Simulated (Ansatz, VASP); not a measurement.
## Zn2SbO4: VASP beside Ansatz

```
Zn Sb O
1.0
     4.42148    0.00000    0.00000
     0.00000    4.42148    0.00000
     0.00000    0.00000    5.90351
Zn Sb O
2 1 4
Direct
  0.00000 0.00000 0.50000
  0.50000 0.50000 0.50000
  0.50000 0.50000 0.00000
  0.00000 0.50000 0.12663
  0.50000 0.00000 0.12663
  0.00000 0.50000 0.87337
  0.50000 0.00000 0.87337
```

Alike in both runs: functional PBE; k mesh 3 × 3 × 4; occupations gaussian, width 0.2 eV; no spin polarisation.

Ansatz relaxed the structure, and its values are those at the end. VASP's run is a single point on that final structure, the one shown.

```csv
,VASP,Ansatz
version,VASP 6.6.1,Ansatz 0.2.0
potentials or method,"VASP PAW PBE potentials, release 64 (Zn, Sb_d_GW, O), cutoff 700 eV","scalar-relativistic, plane waves, PAW"
valence electrons in the cell,63,63
```

|  | VASP | Ansatz | Ansatz less VASP |
| --- | --- | --- | --- |
| gap on the k mesh at the Fermi level (eV) | none | none | - |
| pressure (GPa) | 0.2 | 0.1 | -0.11 |
| rms of the force components (eV/Å) | 0.085 | 0.006 | -0.0790 |

A gap of «none» marks a metal or a gap that the smearing closes.

The k mesh is coarse, so the values compare programs but aren't converged. Neither program's run includes spin-orbit coupling.
